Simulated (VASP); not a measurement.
# Al4B3Sb (P1) in VASP: relaxation of cell and atoms with PBE

Aim: the relaxation of cell and atoms of Al4B3Sb with PBE.

All numbers are computed with VASP 6.6.1; they aren't measurements. Logs are shortened: lines on timing, memory, paths and dates and some standing lists are left out, and cuts for length are marked.

**1. The cell of the first run**

The typed cell holds 8 atoms: a = 4.905 Å, b = 4.953 Å, c = 6.025 Å, α = 65.75°, β = 66.01°, γ = 90.00°.

The cell was built from a structure type or drawn by symmetry, and may not be a known phase.

**2. Relaxation of cell and atoms, PBE**

File INCAR:

```
  ALGO = Normal
  EDIFF = 1E-6
  EDIFFG = -0.08
  ENCUT = 600
  GGA = PE
  IBRION = 2
  ISIF = 3
  ISMEAR = 0
  LASPH = T
  LCHARG = F
  LREAL = F
  LWAVE = F
  NELM = 80
  NSW = 36
  PREC = Accurate
  SIGMA = 0.2
```

File KPOINTS:

```
k-points
0
Gamma
  4 4 3
```

File POSCAR:

```
Al4B3Sb
1.0
    4.9052933000      0.0000000000      0.0000000000
    0.0000887300      4.9533715300      0.0000000000
    2.4496097000      2.4748708200      4.9167298800
Al B Sb
4 3 1
Direct
    0.9994329800      0.0008620000      0.0044160000
    0.5019739900      0.4937250000      0.0028760000
    0.2539500000      0.7513080200      0.4978210000
    0.7423800200      0.2511540100      0.5059850200
    0.2468390000      0.2527529900      0.4987600100
    0.7468609800      0.7513859900      0.5034239900
    0.0018650000      0.5033400100      0.0011790000
    0.5006589900      0.9971510200      0.0020310000
```

Potentials or basis: VASP PAW PBE potentials, release 64 (Al, B, Sb).

The run is started by

```
cat potpaw_PBE.64/Al/POTCAR potpaw_PBE.64/B/POTCAR potpaw_PBE.64/Sb/POTCAR > POTCAR
mpirun -np 1 vasp_std > vasp.out
```

OUTCAR:

```text
EDIFF = 1E-6
   EDIFFG = -0.08
   ENCUT = 600
   GGA = PE
   IBRION = 2
   ISIF = 3
   ISMEAR = 0
   LASPH = T
   LREAL = F
   NELM = 80
   NSW = 36
   PREC = Accurate

 ion  position               nearest neighbor table
   1  0.999  0.001  0.004-   8 2.45   8 2.45   6 2.45   7 2.47   7 2.48   5 2.49
   2  0.502  0.494  0.003-   5 2.44   7 2.45   6 2.46   7 2.46   8 2.46   8 2.49
   3  0.254  0.751  0.498-   6 2.43   8 2.44   5 2.47   6 2.47   7 2.47   5 2.49
   4  0.742  0.251  0.506-   8 2.44   5 2.45   5 2.46   6 2.47   6 2.48   7 2.48
   5  0.247  0.253  0.499-   2 2.44   4 2.45   4 2.46   3 2.47   1 2.49   3 2.49
   6  0.747  0.751  0.503-   3 2.43   1 2.45   2 2.46   4 2.47   3 2.47   4 2.48
   7  0.002  0.503  0.001-   2 2.45   2 2.46   1 2.47   3 2.47   1 2.48   4 2.48
   8  0.501  0.997  0.002-   3 2.44   4 2.44   1 2.45   1 2.45   2 2.46   2 2.49

  LATTYP: Found a triclinic cell.
 ALAT       =     6.0249320304
 B/A-ratio  =     0.8221456285
 C/A-ratio  =     0.8141657491
 COS(alpha) =     0.0000179131
 COS(beta)  =     0.4065788108
 COS(gamma) =     0.4107788581

  Lattice vectors:

 A1 = (  -2.4496097000,  -2.4748708200,  -4.9167298800)
 A2 = (  -0.0000887300,  -4.9533715300,   0.0000000000)
 A3 = (  -4.9052933000,   0.0000000000,   0.0000000000)

Analysis of symmetry for initial positions (statically):
=====================================================================
 Subroutine PRICEL returns:
 Original cell was already a primitive cell.

 Routine SETGRP: Setting up the symmetry group for a
 triclinic supercell.

 Subroutine GETGRP returns: Found  1 space group operations
 (whereof  1 operations were pure point group operations)
 out of a pool of  2 trial point group operations.

The static configuration has the point symmetry C_1 .

Analysis of symmetry for dynamics (positions and initial velocities):
=====================================================================
 Subroutine PRICEL returns:
 Original cell was already a primitive cell.

 Routine SETGRP: Setting up the symmetry group for a
 triclinic supercell.

 Subroutine GETGRP returns: Found  1 space group operations
 (whereof  1 operations were pure point group operations)
 out of a pool of  2 trial point group operations.

The dynamic configuration has the point symmetry C_1 .

 Subroutine INISYM returns: Found  1 space group operations
 (whereof  1 operations are pure point group operations),
 and found     1 'primitive' translations

----------------------------------------------------------------------------------------

                                     Primitive cell

  volume of cell :     119.4654

  direct lattice vectors                    reciprocal lattice vectors
     4.905293300  0.000000000  0.000000000     0.203861408 -0.000003652 -0.101565849
     0.000088730  4.953371530  0.000000000     0.000000000  0.201882696 -0.101619085
     2.449609700  2.474870820  4.916729880     0.000000000  0.000000000  0.203387216

  length of vectors
     4.905293300  4.953371531  6.024932030     0.227761049  0.226015622  0.203387216

  position of ions in fractional coordinates (direct lattice)
     0.999432980  0.000862000  0.004416000
     0.501973990  0.493725000  0.002876000
     0.253950000  0.751308020  0.497821000
     0.742380020  0.251154010  0.505985020
     0.246839000  0.252752990  0.498760010
     0.746860980  0.751385990  0.503423990
     0.001865000  0.503340010  0.001179000
     0.500658990  0.997151020  0.002031000

  ion indices of the primitive-cell ions
   primitive index   ion index
                 1           1
                 2           2
                 3           3
                 4           4
                 5           5
                 6           6
                 7           7
                 8           8

----------------------------------------------------------------------------------------

 KPOINTS: k-points

Automatic generation of k-mesh.
 Grid dimensions read from file:
 generate k-points for:    4    4    3

 Generating k-lattice:

  Cartesian coordinates                     Fractional coordinates (reciprocal lattice)
     0.050965352 -0.000000913 -0.025391462     0.250000000  0.000000000  0.000000000
     0.000000000  0.050470674 -0.025404771     0.000000000  0.250000000 -0.000000000
     0.000000000  0.000000000  0.067795739     0.000000000  0.000000000  0.333333333

  Length of vectors
     0.056940262  0.056503906  0.067795739

  Shift w.r.t. Gamma in fractional coordinates (k-lattice)
     0.000000000  0.000000000  0.000000000

 Subroutine IBZKPT returns following result:
 ===========================================

 Found     26 irreducible k-points:

 Following reciprocal coordinates:
            Coordinates               Weight
  0.000000  0.000000  0.000000      1.000000
  0.250000  0.000000  0.000000      2.000000
  0.500000  0.000000  0.000000      1.000000
  0.000000  0.250000  0.000000      2.000000
  0.250000  0.250000  0.000000      2.000000
  0.500000  0.250000 -0.000000      2.000000
[... 16 lines left out ...]
  0.000000 -0.250000  0.333333      2.000000
  0.250000 -0.250000  0.333333      2.000000
 [... further k-points ...]
   k-points           NKPTS =     26   k-points in BZ     NKDIM =     26   number of bands    NBANDS=     18
   number of dos      NEDOS =    301   number of ions     NIONS =      8
   total plane-waves  NPLWV =  76800
   dimension x,y,z NGX =    40 NGY =   40 NGZ =   48
   dimension x,y,z NGXF=    80 NGYF=   80 NGZF=   96
   ions per type =               4   3   1
   NGX,Y,Z   is equivalent  to a cutoff of  13.56, 13.42, 13.24 a.u.
   NGXF,Y,Z  is equivalent  to a cutoff of  27.11, 26.85, 26.49 a.u.
 SYSTEM =  unknown system
   PREC   = accura    normal or accurate (medium, high low for compatibility)
   ISTART =      0    job   : 0-new  1-cont  2-samecut
   ICHARG =      2    charge: 1-file 2-atom 10-const
   ISPIN  =      1    spin polarized calculation?
   LNONCOLLINEAR =      F non collinear calculations
   LSORBIT =      F    spin-orbit coupling
   LASPH  =      T    aspherical Exc in radial PAW
   ENCUT  =  600.0 eV  44.10 Ry    6.64 a.u.   9.80  9.89 12.03*2*pi/ulx,y,z
   NELM   =     80;   NELMIN=  2; NELMDL= -5     # of ELM steps
   EDIFF  = 0.1E-05   stopping-criterion for ELM
   LREAL  =      F    real-space projection
   EDIFFG = -.8E-01   stopping-criterion for IOM
   NSW    =     36    number of steps for IOM
   IBRION =      2    ionic relax: 0-MD 1-quasi-New 2-CG
   NFREE  =      1    steps in history (QN), initial steepest desc. (CG)
   ISIF   =      3    stress and relaxation
   ISYM   =      2    0-nonsym 1-usesym 2-fastsym
   POTIM  = 0.5000    time-step for ionic-motion
   TEBEG  =    0.0;   TEEND  =   0.0 temperature during run
   PSTRESS=    0.0 pullay stress
   NELECT =      26.0000    total number of electrons
   NUPDOWN=      -1.0000    fix difference up-down
   EMIN   =  10.00;   EMAX   =-10.00  energy-range for DOS
   EFERMI =   0.00;   METHOD = LEGACY
   ISMEAR =     0;   SIGMA  =   0.20  broadening in eV -4-tet -1-fermi 0-gaus
   EFERMI_NEDOS =   21; number of points for ismear=-14 and -15
   IALGO  =     38    algorithm
   IMIX   =      4    mixing-type and parameters
     AMIX     =   0.40;   BMIX     =  1.00
     AMIX_MAG =   1.60;   BMIX_MAG =  1.00
  volume/ion in A,a.u.               =      14.93       100.77
  Fermi-wavevector in a.u.,A,eV,Ry     =   0.984733  1.860876 13.193560  0.969699
  Thomas-Fermi vector in A             =   2.115988
   LORBIT       =      0    0 simple, 1 ext, 2 COOP (PROOUT), +10 PAW based schemes
   GGA     = PE    functional components
   LHFCALC =     F    Hartree Fock is set to
   AEXX    =    0.0000 exact exchange contribution
   IVDW    =     0    specifies the selected vdW correction
   LEPSILON=     F    determine dielectric tensor
   LRPA    =     F    only Hartree local field effects (RPA)
 conjugate gradient relaxation of ions
 non-spin polarized calculation
 Gauss-broadening in eV      SIGMA  =   0.20
  energy-cutoff  :      600.00
  volume of cell :      119.47
 maximum number of plane-waves:      4005
   NGX = 19   NGY = 19   NGZ = 25

--------------------------------------- Ionic step        1  -------------------------------------------

 number of electron      26.0000000 magnetization

 Free energy of the ion-electron system (eV)
  ---------------------------------------------------
  ext. energy  EPLUGINS =         0.00000000
  ---------------------------------------------------
  free energy    TOTEN  =       -31.58063851 eV

  energy without entropy =      -31.52678389  energy(sigma->0) =      -31.55371120

------------------------ aborting loop because EDIFF is reached ----------------------------------------

  FORCE on cell =-STRESS in cart. coord.  units (eV):
  Direction    XX          YY          ZZ          XY          YZ          ZX
  --------------------------------------------------------------------------------------
  -------------------------------------------------------------------------------------
  Total        2.9849672      0.9068989      3.7001975      1.0434211      0.8260594      1.0328864
  in kB       40.0320571     12.1626225     49.6241697     13.9935515     11.0784656     13.8522688
  external PRESSURE =      33.9396164 kB  Pullay stress =       0.0000000 kB
[... 107 lines left out ...]
  FREE ENERGIE OF THE ION-ELECTRON SYSTEM (eV)
  ---------------------------------------------------
  free  energy   TOTEN  =       -32.6846549766 eV

  energy  without entropy=      -32.6406651122  energy(sigma->0) =      -32.66266004

[... ionic steps 4 to 7 ...]

--------------------------------------- Ionic step        8  -------------------------------------------

 number of electron      26.0000000 magnetization

------------------------ aborting loop because EDIFF is reached ----------------------------------------

  FORCE on cell =-STRESS in cart. coord.  units (eV):
  Direction    XX          YY          ZZ          XY          YZ          ZX
  --------------------------------------------------------------------------------------
  -------------------------------------------------------------------------------------
  Total        0.2168633      0.0798956      0.2935035      0.0527943     -0.0375383     -0.0287596
  in kB        2.8821286      1.0618187      3.9006826      0.7016399     -0.4988865     -0.3822173
  external PRESSURE =       2.6148766 kB  Pullay stress =       0.0000000 kB
[... 69 lines left out ...]
  energy  without entropy=      -33.0339035913  energy(sigma->0) =      -33.06047538

--------------------------------------- Ionic step       10  -------------------------------------------

 number of electron      26.0000000 magnetization

 Free energy of the ion-electron system (eV)
  ---------------------------------------------------
  ext. energy  EPLUGINS =         0.00000000
  ---------------------------------------------------
  free energy    TOTEN  =       -33.08816054 eV

  energy without entropy =      -33.03491955  energy(sigma->0) =      -33.06154004

 E-fermi :   6.7907     XC(G=0): -10.3308

 val. band max:        6.7556868541   @ k =  -0.2500  -0.2500   0.3333
 cond. band min:       6.8528536208   @ k =   0.2500   0.2500   0.0000
 fundamental gap:      0.0971667667
 Fermi energy:         6.7907193835

 k-point     1 :       0.0000    0.0000    0.0000
  band No.  band energies     occupation
      1      -5.3916      2.00000
      2      -0.7708      2.00000
      3       0.9519      2.00000
      4       1.3225      2.00000
      5       1.5986      2.00000
      6       2.1626      2.00000
[... 10 lines left out ...]
     17       9.1574      0.00000
     18       9.9770      0.00000
[... 466 lines left out ...]
      2      -1.9734      2.00000
      3      -1.0594      2.00000
      4      -0.9064      2.00000
      5       2.0741      2.00000
      6       2.4679      2.00000
[... 10 lines left out ...]
     17       9.0072      0.00000
     18       9.1872      0.00000

 [... further k-points ...]

------------------------ aborting loop because EDIFF is reached ----------------------------------------

  FORCE on cell =-STRESS in cart. coord.  units (eV):
  Direction    XX          YY          ZZ          XY          YZ          ZX
  --------------------------------------------------------------------------------------
  -------------------------------------------------------------------------------------
  Total       -0.0802952      0.0153714      0.0006583      0.0264395     -0.0162735     -0.0291545
  in kB       -1.0638227      0.2036547      0.0087221      0.3502936     -0.2156061     -0.3862647
  external PRESSURE =      -0.2838153 kB  Pullay stress =       0.0000000 kB
[... 23 lines left out ...]
  FREE ENERGIE OF THE ION-ELECTRON SYSTEM (eV)
  ---------------------------------------------------
  free  energy   TOTEN  =       -33.0881605361 eV

  energy  without entropy=      -33.0349195533  energy(sigma->0) =      -33.06154004

 reached required accuracy - stopping structural energy minimisation
```

It took 3.1 min on 1 thread of Intel Xeon 6975P-C (Granite Rapids), shared host; peak memory 0.31 GiB.

What came out:

| Quantity | Value |
| --- | --- |
| Free energy | -33.0882 eV |
| Relaxed volume | 15.12 Å³/atom |
| Relaxed cell | a = 5.007 Å, b = 5.006 Å, c = 6.107 Å, α = 64.00°, β = 63.91°, γ = 88.43° |
| Space group after relaxing (to 0.1 Å) | C2 (No. 5) |
| Energy gained by relaxing | 188.4 meV/atom |
| Ionic steps | 10 |
| Pressure after relaxing | 0.0 GPa |
| Largest force after relaxing | 0.063 eV/Å |
| Band gap on the k mesh | zero (bands 13 and 14 overlap by 1.65 eV) |

Forces on the atoms (eV/Å):
```
Al  -0.015  0.060  0.014
Al  -0.010 -0.005  0.003
Al  -0.030 -0.006  0.005
Al   0.030  0.013 -0.028
B    0.004  0.014  0.026
B    0.028 -0.027 -0.005
B   -0.003 -0.006 -0.002
Sb  -0.005 -0.045 -0.012
```

The path:
```csv
step,energy change (eV),largest force (eV/Å),pressure (GPa),volume (Å³)
1,0.0000,3.6791,3.39,119.47
2,-0.9395,1.7433,-3.09,125.00
3,-1.1040,0.8520,-5.85,129.18
4,-1.4044,1.1894,1.32,120.28
5,-1.4694,0.3877,-1.26,122.66
6,-1.5017,0.2359,-0.11,120.95
7,-1.5024,0.2948,0.11,120.67
8,-1.5054,0.2369,0.26,120.55
9,-1.5064,0.0816,0.20,120.59
10,-1.5075,0.0633,-0.03,120.93
```

Final structure:
```xyz
8
Lattice="5.0063 0.0686 0.0574 0.0681 5.0049 0.0525 2.5946 2.5904 4.8834" Properties=species:S:1:pos:R:3 pbc="T T T"
Al    5.0115    0.1027    0.0818
Al    2.5517    2.5167    0.0659
Al    2.6064    5.0730    2.8470
Al    5.0493    2.6168    2.1613
B     2.5531    2.5752    2.4757
B     5.1072    5.1095    2.5393
B     0.0437    2.5149    0.0344
Sb    5.1713    7.6068    4.9643
```

Caveat: the k points lie up to 0.41 Å⁻¹ apart in the final cell, too coarse for converged energies and pressures of a metal; spin-orbit coupling is left out, which moves the levels of the heavy elements; the relaxation stopped at a loose force limit of 0.08 eV/Å, so its end isn't a converged minimum.
